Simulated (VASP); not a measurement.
# GaN (F-43m) in VASP: notebook

The runs below take GaN through single point, relaxation of cell and atoms, with PBEsol.

Program: VASP 6.6.1. These are calculated values, not measurements. Logs are shortened: lines on timing, memory, paths and dates and some standing lists are left out, and cuts for length are marked.

## (1) The cell of the first run

Symmetry: F-43m, No. 216, cubic system. Conventional cell: a = 4.275 Å, b = 4.275 Å, c = 4.275 Å, α = 90.00°, β = 90.00°, γ = 90.00°. Within 2.5 Å of Ga (site symmetry -43m) lie 4 N at 1.85 Å. N (site symmetry -43m) has 4 Ga at 1.85 Å within 2.5 Å.

## (2) Single point, PBEsol

Input file INCAR:

```
SYSTEM = GaN
ALGO     = Normal         ! electronic algorithm
EDIFF    = 1E-6           ! SCF threshold, eV
ENCUT    = 520            ! plane-wave cutoff, eV
GGA      = PS             ! functional
ISIF     = 2              ! what is computed and relaxed
ISMEAR   = 0              ! smearing method
LASPH    = .True.         ! aspherical terms in the spheres
LCHARG   = .False.        ! write CHGCAR
LREAL    = .False.        ! projectors in reciprocal space
LWAVE    = .False.        ! write WAVECAR
NBANDS   = 16             ! bands
NELM     = 80             ! most SCF steps
PREC     = Accurate       ! precision mode
SIGMA    = 0.01           ! smearing width, eV
```

Input file KPOINTS:

```
k-points
0
Gamma
  10 10 10
  0 0 0
```

Input file POSCAR:

```
GaN
1.0
    0.0000000000      2.1375313708      2.1375313708
    2.1375313708      0.0000000000      2.1375313708
    2.1375313708      2.1375313708      0.0000000000
Ga N
1 1
Direct
    0.0000000000      0.0000000000      0.0000000000
    0.7500000000      0.7500000000      0.7500000000
```

Potentials or basis: VASP PAW PBE potentials, release 64 (Ga_d, N).

The run is started by

```
$ cat potpaw_PBE.64/Ga_d/POTCAR potpaw_PBE.64/N/POTCAR > POTCAR
$ mpirun -np 1 vasp_std > vasp.out
```

OUTCAR:

```text
SYSTEM = GaN
   EDIFF = 1E-6
   ENCUT = 520
   GGA = PS
   ISIF = 2
   ISMEAR = 0
   LASPH = .True.
   LREAL = .False.
   NELM = 80
   PREC = Accurate

 ion  position               nearest neighbor table
   1  0.000  0.000  0.000-   2 1.85   2 1.85   2 1.85   2 1.85
   2  0.750  0.750  0.750-   1 1.85   1 1.85   1 1.85   1 1.85

  LATTYP: Found a face centered cubic cell.
 ALAT       =     4.2750627416

  Lattice vectors:

 A1 = (   0.0000000000,   2.1375313708,   2.1375313708)
 A2 = (   2.1375313708,   0.0000000000,   2.1375313708)
 A3 = (   2.1375313708,   2.1375313708,   0.0000000000)

Analysis of symmetry for initial positions (statically):
=====================================================================
 Subroutine PRICEL returns:
 Original cell was already a primitive cell.

 Routine SETGRP: Setting up the symmetry group for a
 face centered cubic supercell.

 Subroutine GETGRP returns: Found 24 space group operations
 (whereof 24 operations were pure point group operations)
 out of a pool of 48 trial point group operations.

The static configuration has the point symmetry T_d .

Analysis of symmetry for dynamics (positions and initial velocities):
=====================================================================
 Subroutine PRICEL returns:
 Original cell was already a primitive cell.

 Routine SETGRP: Setting up the symmetry group for a
 face centered cubic supercell.

 Subroutine GETGRP returns: Found 24 space group operations
 (whereof 24 operations were pure point group operations)
 out of a pool of 48 trial point group operations.

The dynamic configuration has the point symmetry T_d .

 Subroutine INISYM returns: Found 24 space group operations
 (whereof 24 operations are pure point group operations),
 and found     1 'primitive' translations

----------------------------------------------------------------------------------------

                                     Primitive cell

  volume of cell :      19.5329

  direct lattice vectors                    reciprocal lattice vectors
     0.000000000  2.137531371  2.137531371    -0.233914696  0.233914696  0.233914696
     2.137531371  0.000000000  2.137531371     0.233914696 -0.233914696  0.233914696
     2.137531371  2.137531371  0.000000000     0.233914696  0.233914696 -0.233914696
[... 74 lines left out ...]
 SYSTEM =  GaN
   PREC   = accura    normal or accurate (medium, high low for compatibility)
   ISTART =      0    job   : 0-new  1-cont  2-samecut
   ICHARG =      2    charge: 1-file 2-atom 10-const
   ISPIN  =      1    spin polarized calculation?
   LNONCOLLINEAR =      F non collinear calculations
   LSORBIT =      F    spin-orbit coupling
   LASPH  =      T    aspherical Exc in radial PAW
   ENCUT  =  520.0 eV  38.22 Ry    6.18 a.u.   5.62  5.62  5.62*2*pi/ulx,y,z
   NELM   =     80;   NELMIN=  2; NELMDL= -5     # of ELM steps
   EDIFF  = 0.1E-05   stopping-criterion for ELM
   LREAL  =      F    real-space projection
   EDIFFG = 0.1E-04   stopping-criterion for IOM
   NSW    =      0    number of steps for IOM
   IBRION =     -1    ionic relax: 0-MD 1-quasi-New 2-CG
   NFREE  =      0    steps in history (QN), initial steepest desc. (CG)
   ISIF   =      2    stress and relaxation
   ISYM   =      2    0-nonsym 1-usesym 2-fastsym
   POTIM  = 0.5000    time-step for ionic-motion
   TEBEG  =    0.0;   TEEND  =   0.0 temperature during run
   PSTRESS=    0.0 pullay stress
   NELECT =      18.0000    total number of electrons
   NUPDOWN=      -1.0000    fix difference up-down
   EMIN   =  10.00;   EMAX   =-10.00  energy-range for DOS
   EFERMI =   0.00;   METHOD = LEGACY
   ISMEAR =     0;   SIGMA  =   0.01  broadening in eV -4-tet -1-fermi 0-gaus
   EFERMI_NEDOS =   21; number of points for ismear=-14 and -15
   IALGO  =     38    algorithm
   IMIX   =      4    mixing-type and parameters
     AMIX     =   0.40;   BMIX     =  1.00
     AMIX_MAG =   1.60;   BMIX_MAG =  1.00
  volume/ion in A,a.u.               =       9.77        65.91
  Fermi-wavevector in a.u.,A,eV,Ry     =   1.593100  3.010523 34.531167  2.537969
  Thomas-Fermi vector in A             =   2.691383
   LORBIT       =      0    0 simple, 1 ext, 2 COOP (PROOUT), +10 PAW based schemes
   GGA     = PS    functional components
   LHFCALC =     F    Hartree Fock is set to
   AEXX    =    0.0000 exact exchange contribution
   IVDW    =     0    specifies the selected vdW correction
   LEPSILON=     F    determine dielectric tensor
   LRPA    =     F    only Hartree local field effects (RPA)
 non-spin polarized calculation
 Gauss-broadening in eV      SIGMA  =   0.01
  energy-cutoff  :      520.00
  volume of cell :       19.53
 maximum number of plane-waves:       544
   NGX = 11   NGY = 11   NGZ = 11

 number of electron      18.0000004 magnetization

 Free energy of the ion-electron system (eV)
  ---------------------------------------------------
  ext. energy  EPLUGINS =         0.00000000
  ---------------------------------------------------
  free energy    TOTEN  =       -12.77548173 eV

  energy without entropy =      -12.77548173  energy(sigma->0) =      -12.77548173

 E-fermi :   7.1400     XC(G=0): -12.7795

 val. band max:        7.0447316297   @ k =   0.0000   0.0000   0.0000
 cond. band min:       9.7351666588   @ k =   0.0000   0.0000   0.0000
 fundamental gap:      2.6904350291
 Fermi energy:         7.1399956090

 k-point     1 :       0.0000    0.0000    0.0000
  band No.  band energies     occupation
      1     -10.3996      2.00000
      2      -6.6305      2.00000
      3      -6.6305      2.00000
      4      -6.6305      2.00000
      5      -6.1049      2.00000
      6      -6.1049      2.00000
[... 433 lines left out ...]
      3      -6.2757      2.00000
      4      -6.2708      2.00000
      5      -6.0106      2.00000
      6      -5.3693      2.00000
[... 8 lines left out ...]
     15      31.1360      0.00000
     16      31.8683      0.00000

 [... further k-points ...]
[... 5 lines left out ...]
  --------------------------------------------------------------------------------------
  -------------------------------------------------------------------------------------
  Total        4.8042335      4.8042335      4.8042335     -0.0000000      0.0000000      0.0000000
  in kB      394.0644015    394.0644015    394.0644015     -0.0000000      0.0000000      0.0000000
  external PRESSURE =     394.0644015 kB  Pullay stress =       0.0000000 kB

 VOLUME and BASIS-vectors are now :
 -----------------------------------------------------------------------------
  energy-cutoff  :      520.00
  volume of cell :       19.53
      direct lattice vectors                 reciprocal lattice vectors
     0.000000000  2.137531371  2.137531371    -0.233914696  0.233914696  0.233914696
     2.137531371  0.000000000  2.137531371     0.233914696 -0.233914696  0.233914696
     2.137531371  2.137531371  0.000000000     0.233914696  0.233914696 -0.233914696

 POSITION                                       TOTAL-FORCE (eV/Angst)
 -----------------------------------------------------------------------------------
      0.00000      0.00000      0.00000        -0.000000     -0.000000     -0.000000
      3.20630      3.20630      3.20630         0.000000      0.000000      0.000000
 -----------------------------------------------------------------------------------
    total drift:                               -0.000003     -0.000003     -0.000003

  FREE ENERGIE OF THE ION-ELECTRON SYSTEM (eV)
  ---------------------------------------------------
  free  energy   TOTEN  =       -12.7754817326 eV

  energy  without entropy=      -12.7754817326  energy(sigma->0) =      -12.77548173
```

OSZICAR:

```text
N       E                     dE             d eps       ncg     rms          rms(c)
DAV:   1     0.726668970518E+02    0.72667E+02   -0.93122E+03  1760   0.214E+03
DAV:   2    -0.101553080729E+02   -0.82822E+02   -0.77283E+02  1704   0.317E+02
DAV:   3    -0.148655369622E+02   -0.47102E+01   -0.46947E+01  1736   0.658E+01
DAV:   4    -0.149114054481E+02   -0.45868E-01   -0.45860E-01  1920   0.682E+00
DAV:   5    -0.149119544250E+02   -0.54898E-03   -0.54897E-03  1776   0.661E-01    0.790E+00
DAV:   6    -0.128123005933E+02    0.20997E+01   -0.41757E+00  2328   0.456E+01    0.273E+00
DAV:   7    -0.127977734442E+02    0.14527E-01   -0.38061E-01  1648   0.578E+00    0.181E+00
DAV:   8    -0.127784161522E+02    0.19357E-01   -0.38762E-02  2128   0.314E+00    0.524E-01
DAV:   9    -0.127754546514E+02    0.29615E-02   -0.10829E-02  2256   0.274E+00    0.115E-01
DAV:  10    -0.127754819802E+02   -0.27329E-04   -0.84686E-04  1856   0.411E-01    0.205E-02
DAV:  11    -0.127754812628E+02    0.71745E-06   -0.67164E-05  2232   0.975E-02    0.156E-02
DAV:  12    -0.127754817326E+02   -0.46983E-06   -0.41606E-06  1760   0.249E-02
   1 F= -.12775482E+02 E0= -.12775482E+02  d E =-.652895E-44
```

Run time: 9.6 s. Hardware: 1 thread of Intel Xeon 8259CL, shared host; peak memory 0.14 GiB.

What came out:

- Free energy: -12.7755 eV
- Pressure: 39.4 GPa
- Band gap on the k mesh: 2.69 eV

Caveat: the cell stands under pressure; the PAW data sets were made with another functional, which shifts forces and pressure a little.

## (3) Relaxation of cell and atoms, PBEsol, target pressure 40 GPa, at which the enthalpy is minimised

This run uses another cell than the first one, of 11.38 Å³/atom.

Input file INCAR:

```
SYSTEM = GaN
PREC = Accurate
ENCUT = 600
EDIFF = 1E-6
ISMEAR = 0
SIGMA = 0.01
LREAL = .FALSE.
LASPH = .TRUE.
NELM = 80
ALGO = Normal
ISIF = 3
LWAVE = .FALSE.
LCHARG = .FALSE.
GGA = PS
IBRION = 2
NSW = 80
EDIFFG = -0.001
PSTRESS = 400.0
```

Input file KPOINTS:

```
Automatic mesh
0
G
  10 10 10
  0 0 0
```

Input file POSCAR:

```
GaN
1.0
    0.0000000000      2.2490690278      2.2490690278
    2.2490690278      0.0000000000      2.2490690278
    2.2490690278      2.2490690278      0.0000000000
Ga N
1 1
Direct
    0.0000000000      0.0000000000      0.0000000000
    0.7500000000      0.7500000000      0.7500000000
```

Potentials or basis: VASP PAW PBE potentials, release 64 (Ga_d, N).

The run is started by

```
$ cat potpaw_PBE.64/Ga_d/POTCAR potpaw_PBE.64/N/POTCAR > POTCAR
$ mpirun -np 1 vasp_std > vasp.out
```

It took 4.4 min on 1 thread of Intel Xeon 8259CL, shared host; peak memory 0.18 GiB.

Results (log left out):

```yaml
Free_energy: -12.7747 eV
Relaxed_volume: 9.75 Å³/atom
Relaxed_cell: a = 3.021 Å, b = 3.021 Å, c = 3.021 Å, α = 60.00°, β = 60.00°, γ = 60.00°
Space_group_after_relaxing_to_0.1_Å: F-43m (No. 216)
Energy_change_on_relaxing_the_run_minimises_the_enthalpy: +174.8 meV/atom
Ionic_steps: 16
Pressure_after_relaxing: 40.0 GPa
Band_gap_on_the_k_mesh: 2.70 eV
```

Step by step:
```csv
step,energy change (eV),largest force (eV/Å),pressure (GPa),volume (Å³)
1,0.0000,0.0000,-0.41,22.75
2,3.7460,0.0000,216.50,14.55
3,0.2802,0.0000,34.79,19.79
4,0.3313,0.0000,38.89,19.57
5,0.3461,0.0000,39.83,19.51
6,0.3616,0.0000,40.93,19.45
7,0.3270,0.0000,38.20,19.59
8,0.3488,0.0000,40.05,19.50
9,0.3482,0.0000,39.81,19.50
10,0.3486,0.0000,39.89,19.50
11,0.3521,0.0000,40.22,19.49
12,0.3497,0.0000,40.08,19.50
13,0.3492,0.0000,39.88,19.50
14,0.3495,0.0000,39.98,19.50
15,0.3496,0.0000,40.03,19.50
16,0.3496,0.0000,40.01,19.50
```

Final structure:
```
Ga N
1.0
     0.00000    2.13622    2.13622
     2.13622    0.00000    2.13622
     2.13622    2.13622    0.00000
Ga N
1 1
Direct
  0.00000 0.00000 0.00000
  0.75000 0.75000 0.75000
```

Levels at points of the mesh, in eV from the valence-band top:
| k point | band 6 | band 7 | band 8 | band 9 | band 10 | band 11 | band 12 | band 13 |
| --- | --- | --- | --- | --- | --- | --- | --- | --- |
| (0.00, 0.00, 0.00) | -13.15 | 0.00 | 0.00 | 0.00 | 2.70 | 11.21 | 11.21 | 11.21 |
| (0.50, 0.00, 0.00) | -11.87 | -8.28 | -1.20 | -1.20 | 5.66 | 9.40 | 11.08 | 11.08 |
| (0.50, 0.50, 0.00) | -11.48 | -6.89 | -3.37 | -3.37 | 3.25 | 7.43 | 12.85 | 15.62 |

Caveat: the cell is relaxed towards a set pressure, so the run minimises the enthalpy, not the energy; the PAW data sets were made with another functional, which shifts forces and pressure a little.
